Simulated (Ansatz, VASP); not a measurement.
# Al2Ru in VASP and in Ansatz

```
CELL_PARAMETERS angstrom
0.00000 4.02018 4.41969
2.44114 0.00000 4.41969
2.44114 4.02018 0.00000
ATOMIC_POSITIONS crystal
Al 0.07890 0.42110 0.07890
Al 0.42110 0.07890 0.42110
Al 0.17110 0.82890 0.17110
Al 0.82890 0.17110 0.82890
Ru 0.75000 0.75000 0.75000
Ru 0.50000 0.50000 0.50000
```

Change from the starting cell: volume 14.458 Å^3 an atom, stretch along a over the lengths across it, relative to the relaxed cell 1.0306.

Alike in both runs: task single point; functional LDA; k mesh 10 × 10 × 10; occupations gaussian, width 0.03 eV; no spin polarisation.

```csv
,VASP,Ansatz
version,VASP 6.6.1,Ansatz 0.2.0
potentials or method,"VASP PAW LDA potentials, release 64 (Al, Ru_pv), cutoff 520 eV","scalar-relativistic, plane waves, PAW"
valence electrons in the cell,40,44
```

|  | VASP | Ansatz | Ansatz less VASP |
| --- | --- | --- | --- |
| gap on the k mesh at the Fermi level (eV) | 0.19 | 0.19 | +0.002 |
| least direct gap on the mesh (eV) | 1.11 | 1.11 | -0.002 |
| pressure (GPa) | -12.0 | -12.4 | -0.34 |
| traceless stress, the component that is largest in VASP (GPa) | -4.89 | -4.88 | +0.011 |
| rms of the force components (eV/Å) | 0.109 | 0.112 | +0.0031 |

Ansatz warns that its potentials were made for another functional, while VASP's fit it. LDA's correlation is that of Perdew and Zunger in VASP and of Perdew and Wang (1992) in Ansatz. Atom by atom the forces differ by 0.003 eV/Å (rms over components). VASP's potentials hold 40 valence electrons a cell and Ansatz's 44, so a difference there can come from the potentials and not from the codes.
